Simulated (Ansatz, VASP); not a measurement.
## Two plane-wave programs on P

The input INCAR:

```
SYSTEM = P
ALGO = Normal
EDIFF = 1E-7
ENCUT = 520
GGA = PE
ISIF = 2
ISMEAR = 0
LASPH = .TRUE.
LCHARG = .TRUE.
LELF = .TRUE.
LREAL = .FALSE.
LVHAR = .TRUE.
LWAVE = .FALSE.
NBANDS = 8
NELM = 80
PREC = Accurate
SIGMA = 0.1
```

Contents of KPOINTS:

```
k-points
0
G
  22 22 22
  0 0 0
```

Contents of POSCAR:

```
P
1.0
    2.5233957500      0.0000000000      0.0000000000
    0.0000000000      2.5233957500      0.0000000000
    0.0000000000      0.0000000000      2.5233957500
P
1
Direct
    0.0000000000      0.0000000000      0.0000000000
```

Input for Ansatz:

```yaml
crystal:
  lattice:
    - [2.52339575, 0.0, 0.0]
    - [0.0, 2.52339575, 0.0]
    - [0.0, 0.0, 2.52339575]
  atoms:
    - { symbol: P, position: [0.0, 0.0, 0.0] }
basis:
  ecutwfc: 420
kpoints:
  mp_grid: { grid: [22, 22, 22] }
hamiltonian:
  xc: pbe
scf:
  occupations: { method: gaussian, width: 0.1 }
output:
  forces: true
  stress: true
  eigenvalues: true
  write_density: true
  write_potential: true
  elf: true
  volumetric_format: npy
```

Alike in both runs: task single point; functional PBE; k mesh 22 × 22 × 22; occupations gaussian, width 0.1 eV; no spin polarisation.

|  | VASP | Ansatz |
| --- | --- | --- |
| version | VASP 6.6.1 | Ansatz 0.2.0 |
| potentials or method | VASP PAW PBE potentials, release 64 (P), cutoff 520 eV | scalar-relativistic, plane waves, PAW |
| valence electrons in the cell | 5 | 5 |

Ansatz gave:

* gap on the k mesh at the Fermi level (eV): none
* pressure (GPa): -8.2

Task: What did VASP give for the same quantities?

Result: gap on the k mesh at the Fermi level (eV): none; pressure (GPa): -8.4.

A gap of «none» marks a metal or a gap that the smearing closes. With one functional, cell and mesh, what is left measures potentials, basis and numerics.
